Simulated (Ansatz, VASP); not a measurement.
Two plane-wave programs on GeSe

```
Ge Se
1.0
    10.96046    0.00000    0.00000
     0.00000    3.87755    0.00000
     0.00000    0.00000    4.42766
Ge Se
4 4
Direct
  0.12326 0.75000 0.88595
  0.62326 0.75000 0.61405
  0.37674 0.25000 0.38595
  0.87674 0.25000 0.11405
  0.85469 0.75000 0.50217
  0.35469 0.75000 0.99783
  0.64531 0.25000 0.00217
  0.14531 0.25000 0.49783
```

Alike in both runs: functional PBE; dispersion D3(BJ); k mesh 4 × 8 × 6; occupations gaussian, width 0.02 eV; no spin polarisation.

Ansatz relaxed the structure, and its values are those at the end. VASP's run is a single point on that final structure, the one shown.

|  | VASP | Ansatz |
| --- | --- | --- |
| version | VASP 6.6.1 | Ansatz 0.2.0 |
| potentials or method | VASP PAW PBE potentials, release 64 (Ge_d, Se), cutoff 500 eV | scalar-relativistic, plane waves, PAW |
| valence electrons in the cell | 80 | 120 |

```csv
,VASP,Ansatz,Ansatz less VASP
gap on the k mesh at the Fermi level (eV),0.72,0.73,+0.007
least direct gap on the mesh (eV),0.93,0.94,+0.009
pressure (GPa),0.0,0.0,-0.02
rms of the force components (eV/Å),0.010,0.000,-0.0099
```

VASP's potentials hold 80 valence electrons a cell and Ansatz's 120, so a difference there can come from the potentials and not from the codes. Ansatz's warnings: dispersion switch in reach, relaxed geometry near dispersion switch.
